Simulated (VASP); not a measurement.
# BN (rocksalt type): single point with PBE

BN (rocksalt type):

```
B N
1.0
     0.00000    1.67866    1.67866
     1.67866    0.00000    1.67866
     1.67866    1.67866    0.00000
B N
1 1
Direct
  0.00000 0.00000 0.00000
  0.50000 0.50000 0.50000
```

This cell differs from its parent crystal: volume scaled by 0.88.

```json
{"Program": "VASP 6.6.1", "Task": "single point", "Functional": "PBE", "Potentials or basis": "VASP PAW PBE potentials, release 64 (B, N)", "Cutoff": "520 eV", "k mesh": "15 × 15 × 15", "Occupations": "fermi-dirac, width 0.08 eV", "Spin": "no spin polarisation", "Dipole correction": "no", "Further INCAR settings": "ALGO = Normal; EDIFF = 1e-06; NBANDS = 11"}
```

```
Pressure               : 62.4 GPa
Band gap on the k mesh : 2.19 eV, indirect (least direct gap 6.36 eV)
```

Levels at points of the mesh, in eV from the valence-band top:
```tsv
k point	band 1	band 2	band 3	band 4	band 5	band 6	band 7	band 8
(0.00, 0.00, 0.00)	-24.22	-0.97	-0.97	-0.97	11.85	13.32	13.32	13.32
```

Run time: 7 s on 1 thread of Intel(R) Xeon(R) Platinum 8488C (Sapphire Rapids), on a shared host, peak memory 0.12 GiB.

 A k mesh can miss the band edges.
